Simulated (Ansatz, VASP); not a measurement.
**Na7H in VASP and in Ansatz**

INCAR

```
PREC     = Accurate       # precision mode
ENCUT    = 600            # plane-wave cutoff, eV
EDIFF    = 1E-6           # SCF threshold, eV
ISMEAR   = 0              # smearing method
SIGMA    = 0.1            # smearing width, eV
LREAL    = F              # projectors in reciprocal space
LASPH    = T              # aspherical terms in the spheres
NELM     = 100            # most SCF steps
ALGO     = Normal         # electronic algorithm
ISIF     = 3              # what is computed and relaxed
LWAVE    = F              # write WAVECAR
LCHARG   = F              # write CHGCAR
GGA      = PE             # functional
IBRION   = 2              # ionic algorithm
NSW      = 90             # ionic steps
EDIFFG   = -0.04          # ionic threshold
```

Contents of KPOINTS:

```
Automatic mesh
0
Gamma
  4 4 4
```

The input POSCAR:

```
Na7H
1.0
   -3.3234869900      3.3234869900      3.3234869900
    3.3234869900     -3.3234869900      3.3234869900
    3.3234869900      3.3234869900     -3.3234869900
Na H
7 1
Direct
    0.0000000000      0.5000000000      0.5000000000
    0.5000000000      0.0000000000      0.5000000000
    0.5000000000      0.5000000000      0.0000000000
    0.4339882500      0.4339882500      0.4339882500
    0.0000000000      0.0000000000      0.5660117500
    0.0000000000      0.5660117500      0.0000000000
    0.5660117500      0.0000000000      0.0000000000
    0.0000000000      0.0000000000      0.0000000000
```

Input for Ansatz:

```yaml
crystal:
  lattice:
    - [-3.32348699, 3.32348699, 3.32348699]
    - [3.32348699, -3.32348699, 3.32348699]
    - [3.32348699, 3.32348699, -3.32348699]
  atoms:
    - { symbol: Na, position: [0.0, 0.5, 0.5] }
    - { symbol: Na, position: [0.5, 0.0, 0.5] }
    - { symbol: Na, position: [0.5, 0.5, 0.0] }
    - { symbol: Na, position: [0.43398825, 0.43398825, 0.43398825] }
    - { symbol: Na, position: [0.0, 0.0, 0.56601175] }
    - { symbol: Na, position: [0.0, 0.56601175, 0.0] }
    - { symbol: Na, position: [0.56601175, 0.0, 0.0] }
    - { symbol: H, position: [0.0, 0.0, 0.0] }
basis:
  ecutwfc: 420
kpoints:
  mp_grid: { grid: [4, 4, 4] }
hamiltonian:
  xc: pbe
scf:
  occupations: { method: gaussian, width: 0.1 }
  lower_state_search: "off"
output:
  forces: true
  stress: true
  eigenvalues: true
relax:
  adjacent_minimum: "off"
  f_tol: 0.04
  max_steps: 70
  cell: { stress_tol: 0.4 }
```

Alike in both runs: task relaxation of cell and atoms; functional PBE; k mesh 4 × 4 × 4; occupations gaussian, width 0.1 eV; no spin polarisation.

|  | VASP | Ansatz |
| --- | --- | --- |
| version | VASP 6.6.1 | Ansatz 0.2.0 |
| potentials or method | VASP PAW PBE potentials, release 64 (Na_pv, H), cutoff 600 eV | scalar-relativistic, plane waves, PAW |
| valence electrons in the cell | 50 | 64 |

|  | VASP | Ansatz | Ansatz less VASP |
| --- | --- | --- | --- |
| gap on the k mesh at the Fermi level, each at its own relaxed structure (eV) | none | none | - |
| relaxed volume (Å³/atom) | 32.43 | 32.49 | +0.066 |
| relaxed cell length with the largest relative difference (Å) | 6.959 | 6.964 | +0.0047 |

A gap of «none» marks a metal or a gap that the smearing closes. VASP's potentials hold 50 valence electrons a cell and Ansatz's 64, so a difference there can come from the potentials and not from the codes.

Noted on VASP's run: the volume moved by over 15 % at a fixed basis, so the end points are rough.
